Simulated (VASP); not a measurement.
# V: single point with PBE

Crystal: V.

```xyz
2
Lattice="2.3666 0.0000 0.0000 -1.1833 2.0496 0.0000 0.0000 0.0000 4.2882" Properties=species:S:1:pos:R:3 pbc="T T T"
V     0.0000    1.3664    1.0720
V     1.1833    0.6832    3.2161
```

This isn't the form of V at room conditions, which is bcc.

* Program: VASP 6.6.1
* Task: single point
* Functional: PBE
* Potentials or basis: VASP PAW PBE potentials, release 64 (V_sv)
* Cutoff: 520 eV
* k mesh: 18 × 18 × 10
* Occupations: fermi-dirac, width 0.1 eV
* Spin: no spin polarisation
* Dipole correction: no
* k mesh for the DOS: 27 × 27 × 15
* Occupations for the DOS: tetrahedron
* Further INCAR settings: ALGO = Normal; EDIFF = 1e-07

| Property | Result |
| --- | --- |
| Valence electrons inside the program's atomic spheres | V 12.24 |

Levels at points of the mesh, in eV from the Fermi level:
```tsv
k point	band 9	band 10	band 11	band 12	band 13	band 14	band 15	band 16	band 17
(0.00, 0.00, 0.00)	-7.37	-4.21	-1.03	0.25	0.25	0.57	0.73	0.73	2.46
```

Wall time 2.3 min on 1 thread of Intel(R) Xeon(R) Platinum 8259CL CPU @ 2.50GHz (Skylake/Cascade Lake), with other jobs on the host, peak memory 0.31 GiB.
